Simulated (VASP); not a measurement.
A run of VASP 6.6.1:

File INCAR:

```
ALGO = Normal
EDIFF = 1E-6
ENCUT = 520
GGA = PS
ISIF = 2
ISMEAR = -1
LASPH = True
LCHARG = False
LREAL = False
LWAVE = False
NBANDS = 14
NELM = 80
PREC = Accurate
SIGMA = 0.05
```

Contents of KPOINTS:

```
k-points
0
Gamma
  10 10 1
```

File POSCAR:

```
NbH2
1.0
    2.7331800000      0.0000000000      0.0000000000
    0.0000000000      2.7331800000      0.0000000000
    0.0000000000      0.0000000000     26.0815000000
Nb H
1 2
Direct
    0.5000000000      0.5000000000      0.3328000000
    0.0000000000      0.5000000000      0.2827600000
    0.5000000000      0.0000000000      0.2827600000
```

Potentials or basis: VASP PAW PBE potentials, release 64 (Nb_sv, H).

The run is started by

```sh
$ cat potpaw_PBE.64/Nb_sv/POTCAR potpaw_PBE.64/H/POTCAR > POTCAR
$ mpirun -np 1 vasp_std > vasp.out
```

Hardware: 1 thread of AMD EPYC 7R13, with other jobs on the host.

Task: How long does it take, and how much memory?

Result: Run time: 110 s on 1 thread of AMD EPYC 7R13 (shared host), peak memory 0.25 GiB. Counts: scf iterations 22, k points 21.
